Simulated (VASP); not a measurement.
# NaHF2 (R-3m) in VASP: a series of runs

The runs below take NaHF2 through relaxation of the atoms, with PBEsol.

All numbers are computed with VASP 6.6.1; they aren't measurements. Logs are shortened: lines on timing, memory, paths and dates and some standing lists are left out, and cuts for length are marked.

### Step 1. The cell of the first run

The structure is trigonal, space group R-3m (No. 166). The conventional cell has a = 3.478 Å, b = 3.478 Å, c = 13.801 Å, α = 90.00°, β = 90.00°, γ = 120.00°. Within 3.1 Å of Na (site symmetry -3m) lie 6 F at 2.32 Å and 6 H at 3.05 Å. Within 1.5 Å of H (site symmetry -3m) lie 2 F at 1.15 Å. Within 1.5 Å of F (site symmetry 3m) lie 1 H at 1.15 Å.

### Step 2. Relaxation of the atoms, PBEsol (z stretched by +0.5 %, x and y held)

The input, INCAR:

```
ALGO = Normal
EDIFF = 1E-6
EDIFFG = -0.002
ENCUT = 520
GGA = PS
IBRION = 2
ISIF = 2
ISMEAR = 0
LASPH = T
LCHARG = F
LREAL = F
LWAVE = F
NELM = 60
NSW = 50
PREC = Accurate
SIGMA = 0.01
```

The input, KPOINTS:

```
k-points
0
Gamma
  8 8 8
```

The input, POSCAR:

```
NaHF2
1.0
    1.7390891650      1.0040635975      4.6001826244
   -1.7390891650      1.0040635975      4.6001826244
    0.0000000000     -2.0081271951      4.6001826244
Na H F
1 1 2
Direct
    0.0000000000      0.0000000000      0.0000000000
    0.5000000000      0.5000000000      0.5000000000
    0.4168324837      0.4168324837      0.4168324837
    0.5831675163      0.5831675163      0.5831675163
```

Potentials or basis: VASP PAW PBE potentials, release 64 (Na_pv, H, F).

Command:

```
$ cat potpaw_PBE.64/Na_pv/POTCAR potpaw_PBE.64/H/POTCAR potpaw_PBE.64/F/POTCAR > POTCAR
$ mpirun -np 1 vasp_std > vasp.out
```

OUTCAR:

```text
EDIFF = 1E-6
   EDIFFG = -0.002
   ENCUT = 520
   GGA = PS
   IBRION = 2
   ISIF = 2
   ISMEAR = 0
   LASPH = T
   LREAL = F
   NELM = 60
   NSW = 50
   PREC = Accurate

 ion  position               nearest neighbor table
   1  0.000  0.000  0.000-   4 2.32   3 2.32   4 2.32   4 2.32   3 2.32   3 2.32
   2  0.500  0.500  0.500-   3 1.15   4 1.15
   3  0.417  0.417  0.417-   2 1.15   1 2.32   1 2.32   1 2.32
   4  0.583  0.583  0.583-   2 1.15   1 2.32   1 2.32   1 2.32

  LATTYP: Found a trigonal (rhomboedric) cell.
 ALAT       =     5.0193879118
 COS(alpha) =     0.7599110494

  Lattice vectors:

 A1 = (   1.7390891650,   1.0040635975,   4.6001826244)
 A2 = (  -1.7390891650,   1.0040635975,   4.6001826244)
 A3 = (   0.0000000000,  -2.0081271951,   4.6001826244)

Analysis of symmetry for initial positions (statically):
=====================================================================
 Subroutine PRICEL returns:
 Original cell was already a primitive cell.

 Routine SETGRP: Setting up the symmetry group for a
 trigonal (rhombohedral) supercell.

 Subroutine GETGRP returns: Found 12 space group operations
 (whereof 12 operations were pure point group operations)
 out of a pool of 12 trial point group operations.

The static configuration has the point symmetry D_3d.

Analysis of symmetry for dynamics (positions and initial velocities):
=====================================================================
 Subroutine PRICEL returns:
 Original cell was already a primitive cell.

 Routine SETGRP: Setting up the symmetry group for a
 trigonal (rhombohedral) supercell.

 Subroutine GETGRP returns: Found 12 space group operations
 (whereof 12 operations were pure point group operations)
 out of a pool of 12 trial point group operations.

The dynamic configuration has the point symmetry D_3d.

 Subroutine INISYM returns: Found 12 space group operations
 (whereof 12 operations are pure point group operations),
 and found     1 'primitive' translations

----------------------------------------------------------------------------------------

                                     Primitive cell

  volume of cell :      48.1958

  direct lattice vectors                    reciprocal lattice vectors
     1.739089165  1.004063598  4.600182624     0.287506823  0.165992141  0.072460891
    -1.739089165  1.004063598  4.600182624    -0.287506823  0.165992141  0.072460891
     0.000000000 -2.008127195  4.600182624     0.000000000 -0.331984283  0.072460891

[... 110 lines left out ...]
  Thomas-Fermi vector in A             =   2.394015
   LORBIT       =      0    0 simple, 1 ext, 2 COOP (PROOUT), +10 PAW based schemes
   GGA     = PS    functional components
   LHFCALC =     F    Hartree Fock is set to
   AEXX    =    0.0000 exact exchange contribution
   IVDW    =     0    specifies the selected vdW correction
   LEPSILON=     F    determine dielectric tensor
   LRPA    =     F    only Hartree local field effects (RPA)
 conjugate gradient relaxation of ions
 non-spin polarized calculation
 Gauss-broadening in eV      SIGMA  =   0.01
  energy-cutoff  :      520.00
  volume of cell :       48.20
 maximum number of plane-waves:      1328
 NGX is ok and might be reduce to    40
   NGX = 19   NGY = 19   NGZ = 19

--------------------------------------- Ionic step        1  -------------------------------------------

 number of electron      22.0000004 magnetization

 Free energy of the ion-electron system (eV)
  ---------------------------------------------------
  ext. energy  EPLUGINS =         0.00000000
  ---------------------------------------------------
  free energy    TOTEN  =       -17.70299487 eV

  energy without entropy =      -17.70299487  energy(sigma->0) =      -17.70299487

------------------------ aborting loop because EDIFF is reached ----------------------------------------

  FORCE on cell =-STRESS in cart. coord.  units (eV):
  Direction    XX          YY          ZZ          XY          YZ          ZX
  --------------------------------------------------------------------------------------
  -------------------------------------------------------------------------------------
  Total       -0.0884585     -0.0884585     -0.2805247      0.0000000      0.0000000      0.0000000
  in kB       -2.9406313     -2.9406313     -9.3255027      0.0000000      0.0000000      0.0000000
  external PRESSURE =      -5.0689218 kB  Pullay stress =       0.0000000 kB
[... 63 lines left out ...]
--------------------------------------- Ionic step        3  -------------------------------------------

 number of electron      22.0000004 magnetization

 Free energy of the ion-electron system (eV)
  ---------------------------------------------------
  ext. energy  EPLUGINS =         0.00000000
  ---------------------------------------------------
  free energy    TOTEN  =       -17.70317992 eV

  energy without entropy =      -17.70317992  energy(sigma->0) =      -17.70317992

 E-fermi :  -3.9280     XC(G=0):  -8.1525

 val. band max:       -3.9742441763   @ k =   0.5000   0.5000   0.5000
 cond. band min:       2.8865877419   @ k =   0.0000   0.0000   0.0000
 fundamental gap:      6.8608319182
 Fermi energy:        -3.9280233435

 k-point     1 :       0.0000    0.0000    0.0000
  band No.  band energies     occupation
      1     -24.3348      2.00000
      2     -23.2746      2.00000
      3     -22.2725      2.00000
      4     -22.2725      2.00000
      5     -22.0656      2.00000
      6      -8.8804      2.00000
      7      -4.4677      2.00000
      8      -4.4677      2.00000
      9      -4.2051      2.00000
     10      -4.2051      2.00000
     11      -4.1568      2.00000
     12       2.8866      0.00000
     13       9.1797      0.00000
     14      10.3936      0.00000
[... 401 lines left out ...]
      2     -23.1869      2.00000
      3     -22.2814      2.00000
      4     -22.2223      2.00000
      5     -22.1961      2.00000
      6      -8.5915      2.00000
      7      -5.1567      2.00000
      8      -4.5951      2.00000
      9      -4.3919      2.00000
     10      -4.2947      2.00000
     11      -4.2027      2.00000
     12       4.6926      0.00000
     13       8.4939      0.00000
     14      11.0407      0.00000
     15      12.0450      0.00000

 [... further k-points ...]

------------------------ aborting loop because EDIFF is reached ----------------------------------------

  FORCE on cell =-STRESS in cart. coord.  units (eV):
  Direction    XX          YY          ZZ          XY          YZ          ZX
  --------------------------------------------------------------------------------------
  -------------------------------------------------------------------------------------
  Total       -0.1044523     -0.1044523     -0.1490439      0.0000000      0.0000000      0.0000000
  in kB       -3.4723171     -3.4723171     -4.9546778      0.0000000      0.0000000      0.0000000
  external PRESSURE =      -3.9664373 kB  Pullay stress =       0.0000000 kB
[... 19 lines left out ...]
  FREE ENERGIE OF THE ION-ELECTRON SYSTEM (eV)
  ---------------------------------------------------
  free  energy   TOTEN  =       -17.7031799215 eV

  energy  without entropy=      -17.7031799215  energy(sigma->0) =      -17.70317992

 reached required accuracy - stopping structural energy minimisation
```

Wall time 86 s (1 thread of Intel Xeon Platinum 8559C (Emerald Rapids), shared host); peak memory 0.25 GiB.

Results:

```yaml
Free_energy: -17.7032 eV
Energy_gained_by_relaxing: 0.0 meV/atom
Ionic_steps: 3
Pressure_after_relaxing: -0.4 GPa
Band_gap_on_the_k_mesh: 6.86 eV (least direct gap 7.04 eV)
```

Stress tensor (GPa, compression positive):
```
-0.35  0.00  0.00
 0.00 -0.35  0.00
 0.00  0.00 -0.50
```

The path:
| step | energy change (eV) | largest force (eV/Å) | pressure (GPa) |
| --- | --- | --- | --- |
| 1 | 0.0000 | 0.0734 | -0.51 |
| 2 | -0.0002 | 0.0297 | -0.34 |
| 3 | -0.0002 | 0.0006 | -0.40 |

Final structure:
```cif
data_structure
_symmetry_space_group_name_H-M 'P 1'
_symmetry_Int_Tables_number 1
_cell_length_a 5.0194
_cell_length_b 5.0194
_cell_length_c 5.0194
_cell_angle_alpha 40.544
_cell_angle_beta 40.544
_cell_angle_gamma 40.544
_cell_volume 48.20
loop_
_atom_site_label
_atom_site_type_symbol
_atom_site_fract_x
_atom_site_fract_y
_atom_site_fract_z
_atom_site_occupancy
Na1 Na 0.00000 0.00000 0.00000 1
H1 H 0.50000 0.50000 0.50000 1
F1 F 0.41702 0.41702 0.41702 1
F2 F 0.58298 0.58298 0.58298 1
```

Caveat: the cell differs from its parent crystal (z stretched by +0.5 %, x and y held); the PAW data sets were made with another functional, which shifts forces and pressure a little. A k mesh can miss the band edges.

### Step 3. Relaxation of the atoms, PBEsol

This run uses another cell than the first one, of 12.17 Å³/atom.

The input, INCAR:

```
SYSTEM = NaHF2
PREC = Accurate ; ENCUT = 520
EDIFF = 1E-6 ; ISMEAR = 0
SIGMA = 0.01 ; LREAL = .FALSE.
LASPH = .TRUE. ; NELM = 80
ALGO = Normal ; ISIF = 2
LWAVE = .FALSE. ; LCHARG = .FALSE.
GGA = PS ; IBRION = 2
NSW = 50 ; EDIFFG = -0.002
```

The input, KPOINTS:

```
regular mesh
0
G
  8 8 8
  0 0 0
```

The input, POSCAR:

```
NaHF2
1.0
    1.7477846108      1.0090839155      4.6001826244
   -1.7477846108      1.0090839155      4.6001826244
    0.0000000000     -2.0181678311      4.6001826244
Na H F
1 1 2
Direct
    0.0000000000      0.0000000000      0.0000000000
    0.5000000000      0.5000000000      0.5000000000
    0.4168324837      0.4168324837      0.4168324837
    0.5831675163      0.5831675163      0.5831675163
```

Potentials or basis: VASP PAW PBE potentials, release 64 (Na_pv, H, F).

Command:

```
$ cat potpaw_PBE.64/Na_pv/POTCAR potpaw_PBE.64/H/POTCAR potpaw_PBE.64/F/POTCAR > POTCAR
$ mpirun -np 1 vasp_std > vasp.out
```

Wall time 73 s (1 thread of Intel Xeon Platinum 8559C (Emerald Rapids), shared host); peak memory 0.26 GiB.

The run converged. Its results:

```yaml
Free_energy: -17.7027 eV
Energy_gained_by_relaxing: 0.0 meV/atom
Ionic_steps: 3
Pressure_after_relaxing: -0.7 GPa
Band_gap_on_the_k_mesh: 6.83 eV (least direct gap 7.01 eV)
```

Stress tensor (GPa, compression positive):
```
-0.63  0.00  0.00
 0.00 -0.63  0.00
 0.00  0.00 -0.72
```

Final structure:
```
CELL_PARAMETERS angstrom
1.74778 1.00908 4.60018
-1.74778 1.00908 4.60018
0.00000 -2.01817 4.60018
ATOMIC_POSITIONS crystal
Na 0.00000 0.00000 0.00000
H 0.50000 0.50000 0.50000
F 0.41697 0.41697 0.41697
F 0.58303 0.58303 0.58303
```

Levels at points of the mesh, in eV from the valence-band top:
```tsv
k point	band 9	band 10	band 11	band 12	band 13	band 14
(0.00, 0.00, 0.00)	-0.23	-0.23	-0.18	6.83	13.12	14.34
(0.50, 0.00, 0.00)	-0.50	-0.36	-0.32	10.94	11.69	15.08
(0.50, 0.50, 0.00)	-0.79	-0.54	-0.11	11.85	12.00	13.53
(0.50, 0.50, 0.50)	-0.71	0.00	0.00	8.60	9.70	16.06
```

Caveat: the PAW data sets were made with another functional, which shifts forces and pressure a little.
